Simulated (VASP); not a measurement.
Runs of VASP 6.6.1 on Ca. The structure is that of space group Fm-3m (No. 225), or close to it. The cells are those of the table. 

```csv
cell,gap on the mesh (eV),pressure (GPa)
"a = 3.801 Å, angles 60.0°, 1 atom",none,2.3
"a = 3.921 Å, angles 60.0°, 1 atom",none,0.3
"a = 3.842 Å, angles 60.0°, 1 atom",none,(a)
"a = 3.882 Å, angles 60.0°, 1 atom",none,0.9
"a = 3.959 Å, angles 60.0°, 1 atom",none,(b)
```

Alike in all rows: task single point; level r2SCAN; potentials or basis VASP PAW PBE potentials, release 64 (Ca_sv); no spin polarisation; k mesh 11 × 11 × 11; cutoff (eV) 520; smearing fermi-dirac 0.1 eV.

Q: Fill in the values left out.

A: (a) 1.6; (b) -0.2.

Caveats: the PAW data sets were made with another functional, which shifts forces and pressure a little.

A gap of «none» marks levels without a gap at the run's occupations.
